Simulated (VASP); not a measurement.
Here is a VASP 6.6.1 calculation.

File POSCAR:

```
InSb3
1.0
    4.8063670000      0.0000000000      0.0000000000
    0.0000000000      4.8063670000      0.0000000000
    0.0000000000      0.0000000000      4.8063670000
Sb In
3 1
Direct
    0.5000000000      0.5000000000      0.0000000000
    0.0000000000      0.5000000000      0.5000000000
    0.5000000000      0.0000000000      0.5000000000
    0.0000000000      0.0000000000      0.0000000000
```

The input INCAR.step1:

```
PREC     = Accurate       # precision mode
ENCUT    = 520            # plane-wave cutoff, eV
EDIFF    = 1E-5           # SCF threshold, eV
ISMEAR   = 0              # smearing method
SIGMA    = 0.1            # smearing width, eV
LREAL    = False          # projectors in reciprocal space
LASPH    = True           # aspherical terms in the spheres
NELM     = 100            # most SCF steps
ALGO     = Normal         # electronic algorithm
ISIF     = 2              # what is computed and relaxed
LWAVE    = True           # write WAVECAR
LCHARG   = False          # write CHGCAR
NBANDS   = 22             # bands
GGA      = PE             # functional
```

Contents of INCAR.step2:

```
PREC     = Accurate       # precision mode
ENCUT    = 520            # plane-wave cutoff, eV
EDIFF    = 1E-6           # SCF threshold, eV
ISMEAR   = 0              # smearing method
SIGMA    = 0.1            # smearing width, eV
LREAL    = False          # projectors in reciprocal space
LASPH    = True           # aspherical terms in the spheres
NELM     = 100            # most SCF steps
ALGO     = Normal         # electronic algorithm
ISIF     = 2              # what is computed and relaxed
LWAVE    = False          # write WAVECAR
LCHARG   = False          # write CHGCAR
GGA      = PE             # functional
LHFCALC  = True           # exact exchange
HFSCREEN = 0.2079         # screening, 1/A
PRECFOCK = Normal       
NBANDS   = 22             # bands
ISTART   = 1
```

File KPOINTS:

```
Automatic mesh
0
Gamma
  3 3 3
```

Potentials or basis: VASP PAW PBE potentials, release 64 (Sb, In_d).

The run is started by

```console
$ cat potpaw_PBE.64/Sb/POTCAR potpaw_PBE.64/In_d/POTCAR > POTCAR
$ cp INCAR.step1 INCAR
$ mpirun -np 1 vasp_std > vasp.out
$ cp INCAR.step2 INCAR
$ mpirun -np 1 vasp_std > vasp.out
```

Task: Estimate the band gap on the k mesh.

Result: Zero (band 14 reaches 8.92 eV, above the bottom of band 15 at 6.94 eV).

Task: Estimate the pressure.

Result: -3.0 GPa.

Caveat: the k points lie up to 0.44 Å⁻¹ apart; the PAW data sets were made with another functional, which shifts forces and pressure a little; spin-orbit coupling is left out, which moves the levels of the heavy elements.
